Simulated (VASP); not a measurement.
A run of VASP 6.6.1:

Contents of POSCAR:

```
AgCl
1.0
    0.0000000000      2.9932461729      2.9932461729
    2.9932461729      0.0000000000      2.9932461729
    2.9932461729      2.9932461729      0.0000000000
Ag Cl
1 1
Direct
    0.0000000000      0.0000000000      0.0000000000
    0.2500000000      0.2500000000      0.2500000000
```

Contents of INCAR.step1:

```
ALGO     = Normal         # electronic algorithm
EDIFF    = 1E-5           # SCF threshold, eV
ENCUT    = 520            # plane-wave cutoff, eV
GGA      = PE             # functional
ISIF     = 2              # what is computed and relaxed
ISMEAR   = 0              # smearing method
LASPH    = T              # aspherical terms in the spheres
LCHARG   = F              # write CHGCAR
LREAL    = F              # projectors in reciprocal space
LWAVE    = T              # write WAVECAR
NBANDS   = 16             # bands
NELM     = 100            # most SCF steps
PREC     = Accurate       # precision mode
SIGMA    = 0.01           # smearing width, eV
```

INCAR.step2

```
AEXX     = 0.1            # exact-exchange fraction
ALGO     = Normal         # electronic algorithm
EDIFF    = 1E-7           # SCF threshold, eV
ENCUT    = 520            # plane-wave cutoff, eV
GGA      = PE             # functional
HFSCREEN = 0.2078         # screening, 1/A
ISIF     = 2              # what is computed and relaxed
ISMEAR   = 0              # smearing method
ISTART   = 1            
LASPH    = T              # aspherical terms in the spheres
LCHARG   = F              # write CHGCAR
LHFCALC  = T              # exact exchange
LREAL    = F              # projectors in reciprocal space
LWAVE    = F              # write WAVECAR
NBANDS   = 16             # bands
NELM     = 100            # most SCF steps
PREC     = Accurate       # precision mode
PRECFOCK = Normal       
SIGMA    = 0.01           # smearing width, eV
```

The input KPOINTS:

```
k-points
0
Gamma
  4 4 4
```

Potentials or basis: VASP PAW PBE potentials, release 64 (Ag, Cl).

The run is started by

```console
$ cat potpaw_PBE.64/Ag/POTCAR potpaw_PBE.64/Cl/POTCAR > POTCAR
$ cp INCAR.step1 INCAR
$ mpirun -np 1 vasp_std > vasp.out
$ cp INCAR.step2 INCAR
$ mpirun -np 1 vasp_std > vasp.out
```

Hardware: 1 thread of Intel(R) Xeon(R) Platinum 8488C (Sapphire Rapids), on a shared host.

Problem. How long does it take, and how much memory?

Solution. Run time: 2.8 min on 1 thread of Intel(R) Xeon(R) Platinum 8488C (Sapphire Rapids) (shared host), peak memory 0.28 GiB. Counts: k points 8.
